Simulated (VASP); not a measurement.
# Li7ZnCl9 in VASP: notebook

Li7ZnCl9 is run at these levels: PBE; tasks: single point.

Everything below comes from runs of VASP 6.6.1. Logs are shortened: lines on timing, memory, paths and dates and some standing lists are left out, and cuts for length are marked.

## Step 1: The cell of the first run

The cell holds an amorphous packing of atoms, 17 atoms: a = 7.351 Å, b = 7.231 Å, c = 6.890 Å, α = 87.43°, β = 85.61°, γ = 86.00°.

## Step 2: Single point, PBE

Input file INCAR:

```
SYSTEM = Li7ZnCl9
  PREC = Accurate
  ENCUT = 520
  EDIFF = 1E-6
  ISMEAR = -1
  SIGMA = 0.1379
  LREAL = Auto
  LASPH = .True.
  NELM = 100
  ALGO = Normal
  ISIF = 2
  LWAVE = .False.
  LCHARG = .True.
  GGA = PE
  LELF = .True.
  LVHAR = .True.
  NBANDS = 62
  ISYM = 0
```

Input file KPOINTS:

```
regular mesh
0
Gamma
  1 1 1
  0 0 0
```

Input file POSCAR:

```
Li7ZnCl9
1.0
    7.3415680000      0.2514770000      0.2701260000
    0.2514770000      7.2254430000      0.1537620000
    0.2701260000      0.1537620000      6.8830560000
Li Cl Zn
7 9 1
Direct
    0.7311408240     -0.0793233709      0.4294844868
    1.0504256672      0.6340978086      0.5809012115
    0.1812856367      0.3381013917      0.2362839834
    0.9369151241      0.2316087694      0.8032311865
    0.4635134177      0.8385682796      0.9154064762
   -0.0785729600      0.7314306820      0.0740533500
    0.5556947881      0.5709320391      0.1415215476
    0.2217333257      0.9199227237      0.7698973982
    0.9449768662      0.1908037553      0.4188316661
    0.1741929469      0.6005754597      0.0474286817
    0.5077913287      0.8413262596      0.2245367975
    0.2557692053      0.3718679537      0.7358334623
    0.7172880462      0.5692584731      0.8496761508
    0.8229945811      0.6392744040      0.3961318424
    0.4898964763      0.2400234916      0.2936567322
    0.6540754797      0.0544413779      0.7217322061
    0.3335184870      0.0862069635      0.5590475553
```

Potentials or basis: VASP PAW PBE potentials, release 64 (Li_sv, Cl, Zn).

Run with:

```bash
> cat potpaw_PBE.64/Li_sv/POTCAR potpaw_PBE.64/Cl/POTCAR potpaw_PBE.64/Zn/POTCAR > POTCAR
> mpirun -np 1 vasp_gam > vasp.out
```

OUTCAR:

```text
SYSTEM = Li7ZnCl9
   PREC = Accurate
   ENCUT = 520
   EDIFF = 1E-6
   ISMEAR = -1
   LREAL = Auto
   LASPH = .True.
   NELM = 100
   ISIF = 2
   GGA = PE
   ISYM = 0

 ion  position               nearest neighbor table
   1  0.731  0.921  0.429-  14 2.12  16 2.29  11 2.36   9 2.59
   2  0.050  0.634  0.581-  14 2.17  12 2.58
   3  0.181  0.338  0.236-  10 2.25   9 2.35  15 2.39
   4  0.937  0.232  0.803-  12 2.62  16 2.63
   5  0.464  0.839  0.915-   8 2.14  11 2.18  16 2.45   7 2.52  13 2.63
   6  0.921  0.731  0.074-  10 2.02  14 2.36  13 2.60
   7  0.556  0.571  0.142-  11 2.06  13 2.26   5 2.52  15 2.63
   8  0.222  0.920  0.770-  17 2.01   5 2.14
   9  0.945  0.191  0.419-   3 2.35   1 2.59
  10  0.174  0.601  0.047-   6 2.02   3 2.25
  11  0.508  0.841  0.225-   7 2.06   5 2.18   1 2.36
  12  0.256  0.372  0.736-  17 2.46   2 2.58   4 2.62
  13  0.717  0.569  0.850-   7 2.26   6 2.60   5 2.63
  14  0.823  0.639  0.396-   1 2.12   2 2.17   6 2.36
  15  0.490  0.240  0.294-  17 2.36   3 2.39   7 2.63
  16  0.654  0.054  0.722-   1 2.29   5 2.45   4 2.63  17 2.68
  17  0.334  0.086  0.559-   8 2.01  15 2.36  12 2.46  16 2.68

IMPORTANT INFORMATION: All symmetrisations will be switched off!
NOSYMM: (Re-)initialisation of all symmetry stuff for point group C_1.

----------------------------------------------------------------------------------------

                                     Primitive cell

  volume of cell :     364.0039

  direct lattice vectors                    reciprocal lattice vectors
     7.341568000  0.251477000  0.270126000     0.136563041 -0.004641145 -0.005255746
     0.251477000  7.225443000  0.153762000    -0.004641145  0.138623375 -0.002914594
     0.270126000  0.153762000  6.883056000    -0.005255746 -0.002914594  0.145555676

  length of vectors
     7.350838689  7.231452826  6.890070443     0.136742924  0.138731666  0.145679691

  position of ions in fractional coordinates (direct lattice)
     0.731140824  0.920676629  0.429484487
     0.050425667  0.634097809  0.580901211
     0.181285637  0.338101392  0.236283983
     0.936915124  0.231608769  0.803231186
     0.463513418  0.838568280  0.915406476
     0.921427040  0.731430682  0.074053350
[... 9 lines left out ...]
     0.654075480  0.054441378  0.721732206
     0.333518487  0.086206963  0.559047555

  ion indices of the primitive-cell ions
   primitive index   ion index
                 1           1
                 2           2
                 3           3
                 4           4
                 5           5
                 6           6
[... 9 lines left out ...]
                16          16
                17          17

----------------------------------------------------------------------------------------

 KPOINTS: regular mesh

Automatic generation of k-mesh.
 Grid dimensions read from file:
 generate k-points for:    1    1    1

 Generating k-lattice:

  Cartesian coordinates                     Fractional coordinates (reciprocal lattice)
     0.136563041 -0.004641145 -0.005255746     1.000000000  0.000000000  0.000000000
    -0.004641145  0.138623375 -0.002914594    -0.000000000  1.000000000  0.000000000
    -0.005255746 -0.002914594  0.145555676    -0.000000000  0.000000000  1.000000000

  Length of vectors
     0.136742924  0.138731666  0.145679691

  Shift w.r.t. Gamma in fractional coordinates (k-lattice)
     0.000000000  0.000000000  0.000000000

 Subroutine IBZKPT returns following result:
 ===========================================

 Found      1 irreducible k-points:

 Following reciprocal coordinates:
            Coordinates               Weight
  0.000000  0.000000  0.000000      1.000000
   k-points           NKPTS =      1   k-points in BZ     NKDIM =      1   number of bands    NBANDS=     62
   number of dos      NEDOS =    301   number of ions     NIONS =     17
   total plane-waves  NPLWV = 163296
   dimension x,y,z NGX =    56 NGY =   54 NGZ =   54
   dimension x,y,z NGXF=   112 NGYF=  108 NGZF=  108
   ions per type =               7   9   1
   NGX,Y,Z   is equivalent  to a cutoff of  12.66, 12.41, 13.03 a.u.
   NGXF,Y,Z  is equivalent  to a cutoff of  25.33, 24.83, 26.06 a.u.
 SYSTEM =  Li7ZnCl9
   PREC   = accura    normal or accurate (medium, high low for compatibility)
   ISTART =      0    job   : 0-new  1-cont  2-samecut
   ICHARG =      2    charge: 1-file 2-atom 10-const
   ISPIN  =      1    spin polarized calculation?
   LNONCOLLINEAR =      F non collinear calculations
   LSORBIT =      F    spin-orbit coupling
   LASPH  =      T    aspherical Exc in radial PAW
   ENCUT  =  520.0 eV  38.22 Ry    6.18 a.u.  13.67 13.45 12.81*2*pi/ulx,y,z
   NELM   =    100;   NELMIN=  2; NELMDL= -5     # of ELM steps
   EDIFF  = 0.1E-05   stopping-criterion for ELM
   LREAL  =      T    real-space projection
   EDIFFG = 0.1E-04   stopping-criterion for IOM
   NSW    =      0    number of steps for IOM
   IBRION =     -1    ionic relax: 0-MD 1-quasi-New 2-CG
   NFREE  =      0    steps in history (QN), initial steepest desc. (CG)
   ISIF   =      2    stress and relaxation
   ISYM   =      0    0-nonsym 1-usesym 2-fastsym
   POTIM  = 0.5000    time-step for ionic-motion
   TEBEG  =    0.0;   TEEND  =   0.0 temperature during run
   PSTRESS=    0.0 pullay stress
   NELECT =      96.0000    total number of electrons
   NUPDOWN=      -1.0000    fix difference up-down
   EMIN   =  10.00;   EMAX   =-10.00  energy-range for DOS
   EFERMI =   0.00;   METHOD = LEGACY
   ISMEAR =    -1;   SIGMA  =   0.14  broadening in eV -4-tet -1-fermi 0-gaus
   EFERMI_NEDOS =   21; number of points for ismear=-14 and -15
   IALGO  =     38    algorithm
   IMIX   =      4    mixing-type and parameters
     AMIX     =   0.40;   BMIX     =  1.00
     AMIX_MAG =   1.60;   BMIX_MAG =  1.00
  volume/ion in A,a.u.               =      21.41       144.50
  Fermi-wavevector in a.u.,A,eV,Ry     =   1.049856  1.983941 14.996319  1.102198
  Thomas-Fermi vector in A             =   2.184836
   LORBIT       =      0    0 simple, 1 ext, 2 COOP (PROOUT), +10 PAW based schemes
   GGA     = PE    functional components
   LHFCALC =     F    Hartree Fock is set to
   AEXX    =    0.0000 exact exchange contribution
   IVDW    =     0    specifies the selected vdW correction
   LEPSILON=     F    determine dielectric tensor
   LRPA    =     F    only Hartree local field effects (RPA)
 non-spin polarized calculation
  energy-cutoff  :      520.00
  volume of cell :      364.00
 maximum number of plane-waves:      4901
 NGX is ok and might be reduce to    54
   NGX = 27   NGY = 27   NGZ = 25

 number of electron      95.9999999 magnetization

 Free energy of the ion-electron system (eV)
  ---------------------------------------------------
  ext. energy  EPLUGINS =         0.00000000
  ---------------------------------------------------
  free energy    TOTEN  =       -53.71033516 eV

  energy without entropy =      -53.71029172  energy(sigma->0) =      -53.71031344

 E-fermi :   1.8289     XC(G=0):  -7.7293

 val. band max:        0.1627846850   @ k =   0.0000   0.0000   0.0000
 cond. band min:       3.4875008531   @ k =   0.0000   0.0000   0.0000
 fundamental gap:      3.3247161682
 Fermi energy:         1.8289431360

 k-point     1 :       0.0000    0.0000    0.0000
  band No.  band energies     occupation
      1     -45.3704      2.00000
      2     -45.0655      2.00000
      3     -44.4540      2.00000
      4     -44.2671      2.00000
      5     -44.0877      2.00000
      6     -44.0496      2.00000
[... 52 lines left out ...]
     59       7.6854      0.00000
     60       7.9094      0.00000
 [bands above 60 left out]

------------------------ aborting loop because EDIFF is reached ----------------------------------------

  FORCE on cell =-STRESS in cart. coord.  units (eV):
  Direction    XX          YY          ZZ          XY          YZ          ZX
  --------------------------------------------------------------------------------------
  -------------------------------------------------------------------------------------
  Total        5.7587521     15.8447500      9.3556207     -2.6983061     -2.2039521     -1.6537721
  in kB       25.3473680     69.7412749     41.1791232    -11.8766980     -9.7007799     -7.2791412
  external PRESSURE =      45.4225887 kB  Pullay stress =       0.0000000 kB

 VOLUME and BASIS-vectors are now :
 -----------------------------------------------------------------------------
  energy-cutoff  :      520.00
  volume of cell :      364.00
      direct lattice vectors                 reciprocal lattice vectors
     7.341568000  0.251477000  0.270126000     0.136563041 -0.004641145 -0.005255746
     0.251477000  7.225443000  0.153762000    -0.004641145  0.138623375 -0.002914594
     0.270126000  0.153762000  6.883056000    -0.005255746 -0.002914594  0.145555676

 POSITION                                       TOTAL-FORCE (eV/Angst)
 -----------------------------------------------------------------------------------
      5.71526      6.90220      3.29523        -0.030023      0.884434      0.095584
      0.68658      4.68364      4.10950         0.386754     -0.298322      0.578593
      1.47977      2.52485      1.72731        -0.005557     -0.156088      0.075999
      7.15364      2.03259      5.81738        -0.197200      0.292403     -0.646308
      3.86107      6.31635      6.55494         0.798703     -0.046240     -0.198480
      6.96866      5.52802      0.87108        -1.290855      0.034633      0.089582
[... 9 lines left out ...]
      5.01059      0.66882      5.15278        -0.270581     -0.211003      0.537462
      2.62124      0.79272      3.95130         1.723340      3.181345     -2.065511
 -----------------------------------------------------------------------------------
    total drift:                               -0.000805      0.002029     -0.000843

  FREE ENERGIE OF THE ION-ELECTRON SYSTEM (eV)
  ---------------------------------------------------
  free  energy   TOTEN  =       -53.7103351573 eV

  energy  without entropy=      -53.7102917171  energy(sigma->0) =      -53.71031344
```

Wall time 27 s (1 thread of AMD EPYC 9R45 (Zen 5), shared host); peak memory 0.33 GiB.

Results:

```
Free energy            : -53.7103 eV
Largest force          : 4.166 eV/Å
Band gap on the k mesh : 3.32 eV
```

Forces on the atoms (eV/Å):
```
Li  -0.030  0.884  0.096
Li   0.387 -0.298  0.579
Li  -0.006 -0.156  0.076
Li  -0.197  0.292 -0.646
Li   0.799 -0.046 -0.198
Li  -1.291  0.035  0.090
Li   0.037 -1.501  0.346
Cl  -2.288 -1.994  1.113
Cl   1.119 -0.376 -0.356
Cl   1.067  0.038  1.191
Cl  -0.731  0.636  0.186
Cl  -0.536 -0.776 -1.272
Cl   0.282 -0.109  0.624
Cl   0.724 -0.368 -0.325
Cl  -0.788  0.769  0.027
Cl  -0.271 -0.211  0.537
Zn   1.723  3.181 -2.066
```

Levels at points of the mesh, in eV from the valence-band top:
| k point | band 44 | band 45 | band 46 | band 47 | band 48 | band 49 | band 50 | band 51 | band 52 | band 53 |
| --- | --- | --- | --- | --- | --- | --- | --- | --- | --- | --- |
| (0.00, 0.00, 0.00) | -0.76 | -0.72 | -0.55 | -0.52 | 0.00 | 3.32 | 4.92 | 5.48 | 5.77 | 6.00 |

Caveat: the k points lie up to 0.92 Å⁻¹ apart; the cutoff is under 1.25 times the usual one of these potentials, so pressure, stress and relaxed cells hold a basis-set (Pulay) error.

(Part 1 of 3 ends here.)
